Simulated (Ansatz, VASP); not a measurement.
## BaTiO3: VASP beside Ansatz

File INCAR:

```
ALGO = Normal ; EDIFF = 1E-8
ENCUT = 910 ; GGA = PE
GGA_COMPAT = F ; ISIF = 2
ISMEAR = -1 ; LASPH = T
LCHARG = F ; LEFG = T
LREAL = F ; LWAVE = F
NBANDS = 28 ; NELM = 120
PREC = Accurate ; SIGMA = 0.02
```

The input KPOINTS:

```
k-points
0
Gamma
  5 5 5
```

POSCAR

```
BaTiO3
1.0
    4.0076816357      0.0000000000      0.0000000000
    0.0000000000      4.0076816357      0.0000000000
    0.0000000000      0.0000000000      4.0076816357
Ba Ti O
1 1 3
Direct
    0.5000000000      0.5000000000      0.5000000000
    0.0000000000      0.0000000000      0.0000000000
    0.5000000000      0.0000000000      0.0000000000
    0.0000000000      0.5000000000      0.0000000000
    0.0000000000      0.0000000000      0.5000000000
```

Input for Ansatz:

```yaml
crystal:
  lattice:
    - [4.0076816357, 0.0, 0.0]
    - [0.0, 4.0076816357, 0.0]
    - [0.0, 0.0, 4.0076816357]
  atoms:
    - { symbol: Ba, position: [0.5, 0.5, 0.5] }
    - { symbol: Ti, position: [0.0, 0.0, 0.0] }
    - { symbol: O, position: [0.5, 0.0, 0.0] }
    - { symbol: O, position: [0.0, 0.5, 0.0] }
    - { symbol: O, position: [0.0, 0.0, 0.5] }
kpoints:
  mp_grid: { grid: [5, 5, 5] }
scf:
  occupations: { method: fermi_dirac, width: 0.02 }
hamiltonian:
  xc: pbe
  pseudopotentials: { kind: paw, frozen_core: stored }
output:
  forces: true
  stress: true
  populations: true
  efg: { quadrupole_moments_barn: { Ba: 0.236, Ti: 0.247, O: -0.02558 } }
```

Alike in both runs: task electric field gradients; functional PBE; k mesh 5 × 5 × 5; occupations fermi-dirac, width 0.02 eV; no spin polarisation.

```csv
,VASP,Ansatz
version,VASP 6.6.1,Ansatz 0.2.0
potentials or method,"VASP PAW PBE potentials, release 64 (Ba_sv, Ti_sv, O_h)","plane-wave PAW, scalar-relativistic"
plane-wave cutoff (eV),910,420
valence electrons in the cell,40,40
```

```tsv
	VASP	Ansatz	Ansatz less VASP
gap on the k mesh at the Fermi level (eV)	1.85	1.91	+0.056
size of Vzz on the site where it differs most (V/Å²)	25.0	26.7	+1.70
```

Spin-orbit coupling is off throughout. Noted on VASP's run: the cutoff is short for stress, so the pressure is rough.
